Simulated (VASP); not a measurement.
HPbNO4: single point with PBE

HPbNO4:

```xyz
7
Lattice="4.2753 -0.0004 0.0064 -2.0840 5.2077 -0.0491 -2.1238 -1.8657 4.9149" Properties=species:S:1:pos:R:3 pbc="T T T"
H     2.2338   -1.5247    4.4769
Pb    0.1373    4.0030    0.6652
N    -2.0197    1.5311    2.4473
O     2.2736    4.7756    0.1022
O    -1.9905    2.6889    2.9560
O     2.2225    1.4102    1.1945
O    -2.0163    0.5081    3.1892
```

```
Program                : VASP 6.6.1
Task                   : single point
Functional             : PBE
Potentials or basis    : VASP PAW PBE potentials, release 64 (H, Pb_d, N, O)
Cutoff                 : 520 eV
k mesh                 : 5 × 4 × 4
Occupations            : fermi-dirac, width 0.05 eV
Spin                   : no spin polarisation
Dipole correction      : no
Further INCAR settings : ALGO = Normal; EDIFF = 1e-06; NBANDS = 31
```

| Property | Result |
| --- | --- |
| Pressure | 0.6 GPa |
| Largest force | 0.387 eV/Å |
| Band gap on the k mesh | 2.93 eV (least direct gap 3.14 eV) |

Forces on the atoms (eV/Å):
```
H    0.000  0.098 -0.073
Pb   0.000 -0.018  0.014
N   -0.002 -0.003 -0.009
O    0.000 -0.079  0.058
O    0.010  0.350  0.156
O   -0.010 -0.037 -0.375
O    0.002 -0.311  0.229
```

Stress tensor (GPa, compression positive):
```
-0.16  0.02  0.03
 0.02  0.99 -0.11
 0.03 -0.11  0.97
```

Levels at points of the mesh, in eV from the valence-band top:
| k point | band 19 | band 20 | band 21 | band 22 | band 23 | band 24 | band 25 | band 26 |
| --- | --- | --- | --- | --- | --- | --- | --- | --- |
| (0.00, 0.00, 0.00) | -1.96 | -1.94 | -0.87 | -0.30 | 3.42 | 4.59 | 5.32 | 6.05 |
| (0.00, 0.50, 0.00) | -1.49 | -1.40 | -0.88 | -0.71 | 3.27 | 4.18 | 4.95 | 7.55 |
| (0.00, 0.00, 0.50) | -1.49 | -1.41 | -0.85 | -0.73 | 3.28 | 4.07 | 5.07 | 7.39 |
| (0.00, 0.50, 0.50) | -1.73 | -1.54 | -0.80 | -0.54 | 3.20 | 3.68 | 5.48 | 7.21 |

Run time: 110 s on 1 thread of Intel(R) Xeon(R) Platinum 8259CL CPU @ 2.50GHz (Skylake/Cascade Lake) (shared host), peak memory 0.31 GiB.

Caveat: spin-orbit coupling is left out, which moves the levels of the heavy elements. A k mesh can miss the band edges.
